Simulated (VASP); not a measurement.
# CdS (P6_3/mmc) in VASP: notebook

The runs below take CdS through relaxation of cell and atoms, single point, with r2SCAN, LDA, PBEsol, PBE.

Program: VASP 6.6.1. These are calculated values, not measurements. Logs are shortened: lines on timing, memory, paths and dates and some standing lists are left out, and cuts for length are marked.

### 1 The cell of the first run

It takes space group P6_3/mmc (No. 194, hexagonal). Conventional cell: a = 4.432 Å, b = 4.432 Å, c = 5.831 Å, α = 90.00°, β = 90.00°, γ = 120.00°. Cd (site symmetry -6m2) has 5 S at 2.56 to 2.92 Å within 3.4 Å. S (site symmetry -6m2) has 5 Cd at 2.56 to 2.92 Å within 3.4 Å.

### 2 Relaxation of cell and atoms, r2SCAN

Input file POSCAR:

```
CdS
1.0
    4.4324862168      0.0000000000      0.0000000000
   -2.2162431084      3.8386456656      0.0000000000
    0.0000000000      0.0000000000      5.8308018859
Cd S
2 2
Direct
    0.3333333333      0.6666666667      0.2500000000
    0.6666666667      0.3333333333      0.7500000000
    0.6666666667      0.3333333333      0.2500000000
    0.3333333333      0.6666666667      0.7500000000
```

Input file INCAR.step1:

```
PREC     = Accurate       # precision mode
ENCUT    = 600            # plane-wave cutoff, eV
ISMEAR   = -1             # smearing method
SIGMA    = 0.02           # smearing width, eV
LREAL    = F              # projectors in reciprocal space
LASPH    = T              # aspherical terms in the spheres
NELM     = 100            # most SCF steps
GGA      = PE             # functional
ALGO     = Normal         # electronic algorithm
EDIFF    = 1E-4           # SCF threshold, eV
LWAVE    = T              # write WAVECAR
LCHARG   = F              # write CHGCAR
```

Input file INCAR.step2:

```
PREC     = Accurate       # precision mode
ENCUT    = 600            # plane-wave cutoff, eV
EDIFF    = 1E-6           # SCF threshold, eV
ISMEAR   = -1             # smearing method
SIGMA    = 0.02           # smearing width, eV
LREAL    = F              # projectors in reciprocal space
LASPH    = T              # aspherical terms in the spheres
NELM     = 100            # most SCF steps
ALGO     = Normal         # electronic algorithm
ISIF     = 3              # what is computed and relaxed
LWAVE    = F              # write WAVECAR
LCHARG   = F              # write CHGCAR
METAGGA  = R2SCAN         # meta-GGA
LMIXTAU  = T            
IBRION   = 2              # ionic algorithm
NSW      = 80             # ionic steps
EDIFFG   = -0.005         # ionic threshold
ISTART   = 1
```

Input file KPOINTS:

```
Automatic mesh
0
Gamma
  6 6 4
```

Potentials or basis: VASP PAW PBE potentials, release 64 (Cd, S).

Started as:

```console
> cat potpaw_PBE.64/Cd/POTCAR potpaw_PBE.64/S/POTCAR > POTCAR
> cp INCAR.step1 INCAR
> mpirun -np 1 vasp_std > vasp.out
> cp INCAR.step2 INCAR
> mpirun -np 1 vasp_std > vasp.out
```

OUTCAR:

```text
PREC = Accurate
   ENCUT = 600
   EDIFF = 1E-6
   ISMEAR = -1
   LREAL = F
   LASPH = T
   NELM = 100
   ISIF = 3
   METAGGA = R2SCAN
   IBRION = 2
   NSW = 80
   EDIFFG = -0.005
   ISTART = 1

 ion  position               nearest neighbor table
   1  0.333  0.667  0.250-   3 2.56   3 2.56   3 2.56   4 2.92   4 2.92
   2  0.667  0.333  0.750-   4 2.56   4 2.56   4 2.56   3 2.92   3 2.92
   3  0.667  0.333  0.250-   1 2.56   1 2.56   1 2.56   2 2.92   2 2.92
   4  0.333  0.667  0.750-   2 2.56   2 2.56   2 2.56   1 2.92   1 2.92

  LATTYP: Found a hexagonal cell.
 ALAT       =     4.4324862168
 C/A-ratio  =     1.3154698291

  Lattice vectors:

 A1 = (   4.4324862168,   0.0000000000,   0.0000000000)
 A2 = (  -2.2162431084,   3.8386456656,   0.0000000000)
 A3 = (   0.0000000000,   0.0000000000,   5.8308018859)

Analysis of symmetry for initial positions (statically):
=====================================================================
 Subroutine PRICEL returns:
 Original cell was already a primitive cell.

 Routine SETGRP: Setting up the symmetry group for a
 hexagonal supercell.

 Subroutine GETGRP returns: Found 24 space group operations
 (whereof 12 operations were pure point group operations)
 out of a pool of 24 trial point group operations.

The static configuration has the point symmetry D_3d.
 The point group associated with its full space group is D_6h.

Analysis of symmetry for dynamics (positions and initial velocities):
=====================================================================
 Subroutine PRICEL returns:
 Original cell was already a primitive cell.

 Routine SETGRP: Setting up the symmetry group for a
 hexagonal supercell.

 Subroutine GETGRP returns: Found 24 space group operations
 (whereof 12 operations were pure point group operations)
 out of a pool of 24 trial point group operations.

The dynamic configuration has the point symmetry D_3d.
 The point group associated with its full space group is D_6h.

 Subroutine INISYM returns: Found 24 space group operations
 (whereof 12 operations are pure point group operations),
 and found     1 'primitive' translations

----------------------------------------------------------------------------------------

                                     Primitive cell

  volume of cell :      99.2096

  direct lattice vectors                    reciprocal lattice vectors
     4.432486217  0.000000000  0.000000000     0.225607019  0.130254273  0.000000000
    -2.216243108  3.838645666  0.000000000     0.000000000  0.260508546  0.000000000
     0.000000000  0.000000000  5.830801886     0.000000000  0.000000000  0.171502997

  length of vectors
     4.432486217  4.432486217  5.830801886     0.260508546  0.260508546  0.171502997

  position of ions in fractional coordinates (direct lattice)
     0.333333333  0.666666667  0.250000000
     0.666666667  0.333333333  0.750000000
     0.666666667  0.333333333  0.250000000
     0.333333333  0.666666667  0.750000000

  ion indices of the primitive-cell ions
   primitive index   ion index
                 1           1
                 2           2
                 3           3
                 4           4

----------------------------------------------------------------------------------------

 KPOINTS: Automatic mesh

Automatic generation of k-mesh.
 Grid dimensions read from file:
 generate k-points for:    6    6    4

 Generating k-lattice:

  Cartesian coordinates                     Fractional coordinates (reciprocal lattice)
     0.037601170  0.021709045  0.000000000     0.166666667 -0.000000000  0.000000000
     0.000000000  0.043418091  0.000000000     0.000000000  0.166666667  0.000000000
     0.000000000  0.000000000  0.042875749     0.000000000  0.000000000  0.250000000

  Length of vectors
     0.043418091  0.043418091  0.042875749

  Shift w.r.t. Gamma in fractional coordinates (k-lattice)
     0.000000000  0.000000000  0.000000000

 Subroutine IBZKPT returns following result:
 ===========================================

 Found     21 irreducible k-points:
[... 39 lines left out ...]
  energy-cutoff  :      600.00
  volume of cell :       99.21
 maximum number of plane-waves:      3339
 NGX is ok and might be reduce to    36
   NGX = 17   NGY = 17   NGZ = 23

--------------------------------------- Ionic step        1  -------------------------------------------

 number of electron      35.9999993 magnetization

 Free energy of the ion-electron system (eV)
  ---------------------------------------------------
  ext. energy  EPLUGINS =         0.00000000
  ---------------------------------------------------
  free energy    TOTEN  =       -59.05734152 eV

  energy without entropy =      -59.05734152  energy(sigma->0) =      -59.05734152

------------------------ aborting loop because EDIFF is reached ----------------------------------------

  FORCE on cell =-STRESS in cart. coord.  units (eV):
  Direction    XX          YY          ZZ          XY          YZ          ZX
  --------------------------------------------------------------------------------------
  -------------------------------------------------------------------------------------
  Total       -0.7010797     -0.7010797     -0.7614286      0.0000000      0.0000000      0.0000000
  in kB      -11.3220296    -11.3220296    -12.2966294      0.0000000      0.0000000      0.0000000
  external PRESSURE =     -11.6468962 kB  Pullay stress =       0.0000000 kB

 VOLUME and BASIS-vectors are now :
 -----------------------------------------------------------------------------
  energy-cutoff  :      600.00
  volume of cell :       99.21
      direct lattice vectors                 reciprocal lattice vectors
     4.432486217  0.000000000  0.000000000     0.225607019  0.130254273  0.000000000
    -2.216243108  3.838645666  0.000000000     0.000000000  0.260508546  0.000000000
     0.000000000  0.000000000  5.830801886     0.000000000  0.000000000  0.171502997
[... 115 lines left out ...]
 POSITION                                       TOTAL-FORCE (eV/Angst)
 -----------------------------------------------------------------------------------
     -0.00000      2.54549      1.44493         0.000000     -0.000000      0.000000
      2.20446      1.27275      4.33480        -0.000000      0.000000      0.000000
      2.20446      1.27275      1.44493        -0.000000     -0.000000     -0.000000
     -0.00000      2.54549      4.33480        -0.000000     -0.000000     -0.000000
 -----------------------------------------------------------------------------------
    total drift:                               -0.000000     -0.000000     -0.000000

  FREE ENERGIE OF THE ION-ELECTRON SYSTEM (eV)
  ---------------------------------------------------
  free  energy   TOTEN  =       -59.0646641041 eV

  energy  without entropy=      -59.0646641041  energy(sigma->0) =      -59.06466410

--------------------------------------- Ionic step        5  -------------------------------------------

 number of electron      35.9999998 magnetization

 Free energy of the ion-electron system (eV)
  ---------------------------------------------------
  ext. energy  EPLUGINS =         0.00000000
  ---------------------------------------------------
  free energy    TOTEN  =       -59.06497337 eV

  energy without entropy =      -59.06497337  energy(sigma->0) =      -59.06497337

 E-fermi :   1.6895     XC(G=0):  -9.8483

 val. band max:        1.2683110552   @ k =   0.3333   0.3333   0.5000
 cond. band min:       2.7194246483   @ k =   0.0000   0.0000   0.0000
 fundamental gap:      1.4511135931
 Fermi energy:         1.6894837934

 k-point     1 :       0.0000    0.0000    0.0000
  band No.  band energies     occupation
      1     -11.6133      2.00000
      2     -10.9157      2.00000
      3      -6.7507      2.00000
      4      -6.7507      2.00000
      5      -6.7378      2.00000
      6      -6.7378      2.00000
[... 14 lines left out ...]
     21       7.4121      0.00000
     22       7.4121      0.00000
[... 520 lines left out ...]
 POSITION                                       TOTAL-FORCE (eV/Angst)
 -----------------------------------------------------------------------------------
     -0.00000      2.54962      1.43870        -0.000000      0.000000     -0.000000
      2.20803      1.27481      4.31609         0.000000     -0.000000      0.000000
      2.20803      1.27481      1.43870        -0.000000     -0.000000      0.000000
     -0.00000      2.54962      4.31609        -0.000000     -0.000000      0.000000
 -----------------------------------------------------------------------------------
    total drift:                               -0.000000     -0.000000     -0.000000

  FREE ENERGIE OF THE ION-ELECTRON SYSTEM (eV)
  ---------------------------------------------------
  free  energy   TOTEN  =       -59.0649733653 eV

  energy  without entropy=      -59.0649733653  energy(sigma->0) =      -59.06497337

 reached required accuracy - stopping structural energy minimisation
```

Wall time 5.2 min (1 thread of Intel Xeon 6975P-C (Granite Rapids), shared host); peak memory 0.29 GiB.

What came out:

| Property | Result |
| --- | --- |
| Free energy | -59.0650 eV |
| Relaxed volume | 24.30 Å³/atom |
| Relaxed cell | a = 4.416 Å, b = 4.416 Å, c = 5.755 Å, α = 90.00°, β = 90.00°, γ = 120.00° |
| Space group after relaxing (to 0.1 Å) | P6_3/mmc (No. 194) |
| Energy gained by relaxing | 1.9 meV/atom |
| Ionic steps | 5 |
| Pressure after relaxing | 0.0 GPa |
| Band gap on the k mesh | 1.45 eV (least direct gap 1.72 eV) |

Step by step:
```tsv
step	energy change (eV)	largest force (eV/Å)	pressure (GPa)	volume (Å³)
1	0.0000	0.0000	-1.16	99.21
2	-0.0059	0.0000	0.50	96.64
3	-0.0069	0.0000	0.01	97.35
4	-0.0073	0.0000	0.01	97.30
5	-0.0076	0.0000	0.01	97.19
```

Final structure:
```
Cd S
1.0
     4.41607    0.00000    0.00000
    -2.20803    3.82443    0.00000
     0.00000    0.00000    5.75478
Cd S
2 2
Direct
  0.33333 0.66667 0.25000
  0.66667 0.33333 0.75000
  0.66667 0.33333 0.25000
  0.33333 0.66667 0.75000
```

Caveat: the PAW data sets were made with another functional, which shifts forces and pressure a little. A k mesh can miss the band edges.

### 3 Single point, LDA

This run uses another cell than the first one, of 22.71 Å³/atom.

Input file INCAR:

```
  ALGO = Normal
  EDIFF = 1E-7
  ENCUT = 520
  ISIF = 2
  ISMEAR = -1
  LASPH = T
  LCHARG = F
  LREAL = F
  LWAVE = F
  NBANDS = 26
  NELM = 80
  PREC = Accurate
  SIGMA = 0.02
```

Input file KPOINTS:

```
k-points
0
Gamma
  6 6 4
```

Input file POSCAR:

```
CdS
1.0
    4.3262522879      0.0000000000      0.0000000000
   -2.1631261440      3.7466443845      0.0000000000
    0.0000000000      0.0000000000      5.6049489333
Cd S
2 2
Direct
    0.3333333333      0.6666666667      0.2500000000
    0.6666666667      0.3333333333      0.7500000000
    0.6666666667      0.3333333333      0.2500000000
    0.3333333333      0.6666666667      0.7500000000
```

Potentials or basis: VASP PAW LDA potentials, release 64 (Cd, S).

Started as:

```console
> cat potpaw_LDA.64/Cd/POTCAR potpaw_LDA.64/S/POTCAR > POTCAR
> mpirun -np 1 vasp_std > vasp.out
```

Wall time 20 s (1 thread of Intel Xeon 6975P-C (Granite Rapids), shared host); peak memory 0.19 GiB.

The run converged. Its results:

- Free energy: -14.4914 eV
- Pressure: 0.6 GPa
- Band gap on the k mesh: 0.75 eV (least direct gap 1.04 eV)

Stress tensor (GPa, compression positive):
```
0.66 0.00 0.00
0.00 0.66 0.00
0.00 0.00 0.49
```

Levels at points of the mesh, in eV from the valence-band top:
```
           k point  band 16  band 17  band 18  band 19  band 20  band 21
(0.00, 0.00, 0.00)    -0.49    -0.30    -0.30     0.75     1.01     5.39
(0.50, 0.00, 0.00)    -2.77    -1.57    -1.25     2.20     3.77     5.93
(0.00, 0.00, 0.50)    -0.80    -0.80    -0.80     2.87     2.87     5.53
(0.50, 0.00, 0.50)    -2.02    -0.46    -0.46     3.69     3.69     4.94
```

A k mesh can miss the band edges.

### 4 Single point, PBEsol

This run uses another cell than the first one, of 23.50 Å³/atom.

Input file INCAR:

```
SYSTEM = CdS
ALGO     = Normal         ! electronic algorithm
EDIFF    = 1E-6           ! SCF threshold, eV
ENCUT    = 520            ! plane-wave cutoff, eV
GGA      = PS             ! functional
ISIF     = 2              ! what is computed and relaxed
ISMEAR   = -1             ! smearing method
LASPH    = .True.         ! aspherical terms in the spheres
LCHARG   = .False.        ! write CHGCAR
LREAL    = .False.        ! projectors in reciprocal space
LWAVE    = .False.        ! write WAVECAR
NBANDS   = 26             ! bands
NELM     = 80             ! most SCF steps
PREC     = Accurate       ! precision mode
SIGMA    = 0.02           ! smearing width, eV
```

Input file KPOINTS:

```
k-points
0
Gamma
  6 6 4
  0 0 0
```

Input file POSCAR:

```
CdS
1.0
    4.3733579087      0.0000000000      0.0000000000
   -2.1866789543      3.7874390488      0.0000000000
    0.0000000000      0.0000000000      5.6739198873
Cd S
2 2
Direct
    0.3333333333      0.6666666667      0.2500000000
    0.6666666667      0.3333333333      0.7500000000
    0.6666666667      0.3333333333      0.2500000000
    0.3333333333      0.6666666667      0.7500000000
```

Potentials or basis: VASP PAW PBE potentials, release 64 (Cd, S).

Started as:

```console
> cat potpaw_PBE.64/Cd/POTCAR potpaw_PBE.64/S/POTCAR > POTCAR
> mpirun -np 1 vasp_std > vasp.out
```

Wall time 23 s (1 thread of Intel Xeon 6975P-C (Granite Rapids), shared host); peak memory 0.24 GiB.

The run converged. Its results:

```
Free energy            : -13.3112 eV
Pressure               : 0.4 GPa
Band gap on the k mesh : 0.86 eV (least direct gap 1.16 eV)
```

Stress tensor (GPa, compression positive):
```
0.47 0.00 0.00
0.00 0.47 0.00
0.00 0.00 0.34
```

Levels at points of the mesh, in eV from the valence-band top:
```csv
k point,band 14,band 15,band 16,band 17,band 18,band 19,band 20,band 21,band 22,band 23
"(0.00, 0.00, 0.00)",-1.32,-1.32,-0.42,-0.29,-0.29,0.86,1.02,5.51,5.51,7.06
"(0.50, 0.00, 0.00)",-3.51,-2.63,-2.61,-1.46,-1.18,2.34,3.75,6.03,6.74,8.03
"(0.00, 0.00, 0.50)",-2.31,-0.77,-0.77,-0.77,-0.77,2.89,2.89,5.64,5.64,5.64
"(0.50, 0.00, 0.50)",-4.58,-1.91,-1.91,-0.42,-0.42,3.75,3.75,5.02,5.02,7.55
```

Caveat: the PAW data sets were made with another functional, which shifts forces and pressure a little. A k mesh can miss the band edges.

### 5 Single point, PBE

This run uses another cell than the first one, of 24.19 Å³/atom.

Input file INCAR:

```
SYSTEM = CdS
PREC     = Accurate       ! precision mode
ENCUT    = 520            ! plane-wave cutoff, eV
EDIFF    = 1E-6           ! SCF threshold, eV
ISMEAR   = -1             ! smearing method
SIGMA    = 0.02           ! smearing width, eV
LREAL    = .FALSE.        ! projectors in reciprocal space
LASPH    = .TRUE.         ! aspherical terms in the spheres
NELM     = 60             ! most SCF steps
ALGO     = Normal         ! electronic algorithm
ISIF     = 2              ! what is computed and relaxed
LWAVE    = .FALSE.        ! write WAVECAR
LCHARG   = .TRUE.         ! write CHGCAR
GGA      = PE             ! functional
LELF     = .TRUE.         ! ELF
LVHAR    = .TRUE.       
NBANDS   = 26             ! bands
```

Input file KPOINTS:

```
regular mesh
0
G
  6 6 4
  0 0 0
```

Input file POSCAR:

```
CdS
1.0
    4.4085296518      0.0000000000      0.0000000000
   -2.2042648259      3.8178986718      0.0000000000
    0.0000000000      0.0000000000      5.7481182114
Cd S
2 2
Direct
    0.3333333333      0.6666666667      0.2500000000
    0.6666666667      0.3333333333      0.7500000000
    0.6666666667      0.3333333333      0.2500000000
    0.3333333333      0.6666666667      0.7500000000
```

Started as:

```console
> cat potpaw_PBE.64/Cd/POTCAR potpaw_PBE.64/S/POTCAR > POTCAR
> mpirun -np 1 vasp_std > vasp.out
```

Wall time 26 s (1 thread of Intel Xeon 6975P-C (Granite Rapids), shared host); peak memory 0.25 GiB.

Results (log left out):

* Free energy: -11.9188 eV
* Pressure: 1.8 GPa
* Band gap on the k mesh: 0.99 eV (least direct gap 1.26 eV)

Stress tensor (GPa, compression positive):
```
1.83 0.00 0.00
0.00 1.83 0.00
0.00 0.00 1.71
```

Levels at points of the mesh, in eV from the valence-band top:
| k point | band 16 | band 17 | band 18 | band 19 | band 20 | band 21 |
| --- | --- | --- | --- | --- | --- | --- |
| (0.00, 0.00, 0.00) | -0.34 | -0.27 | -0.27 | 0.99 | 1.08 | 5.67 |
| (0.50, 0.00, 0.00) | -2.42 | -1.32 | -1.11 | 2.51 | 3.75 | 6.19 |
| (0.00, 0.00, 0.50) | -0.72 | -0.72 | -0.72 | 2.89 | 2.89 | 5.80 |
| (0.50, 0.00, 0.50) | -1.79 | -0.38 | -0.38 | 3.83 | 3.83 | 5.12 |

A k mesh can miss the band edges.

### 6 Overview

| task | level | potentials or basis | cell | cutoff (eV) | gap on the mesh (eV) | pressure (GPa) |
| --- | --- | --- | --- | --- | --- | --- |
| relaxation of cell and atoms | r2SCAN | VASP PAW PBE potentials, release 64 (Cd, S) | relaxed from a = 4.432, b = 4.432, c = 5.831 Å, angles 90.0, 90.0, 120.0°, 4 atoms | 600 | 1.45 | 0.0 |
| single point | LDA | VASP PAW LDA potentials, release 64 (Cd, S) | a = 4.326, b = 4.326, c = 5.605 Å, angles 90.0, 90.0, 120.0°, 4 atoms | 520 | 0.75 | 0.6 |
| single point | PBEsol | VASP PAW PBE potentials, release 64 (Cd, S) | a = 4.373, b = 4.373, c = 5.674 Å, angles 90.0, 90.0, 120.0°, 4 atoms | 520 | 0.86 | 0.4 |
| single point | PBE | VASP PAW PBE potentials, release 64 (Cd, S) | a = 4.409, b = 4.409, c = 5.748 Å, angles 90.0, 90.0, 120.0°, 4 atoms | 520 | 0.99 | 1.8 |

Alike in all rows: no spin polarisation; k mesh 6 × 6 × 4; smearing fermi-dirac 0.02 eV.

Caveats: the PAW data sets were made with another functional, which shifts forces and pressure a little (at least some runs).

Absolute energies hang on the potentials; compare differences alone.
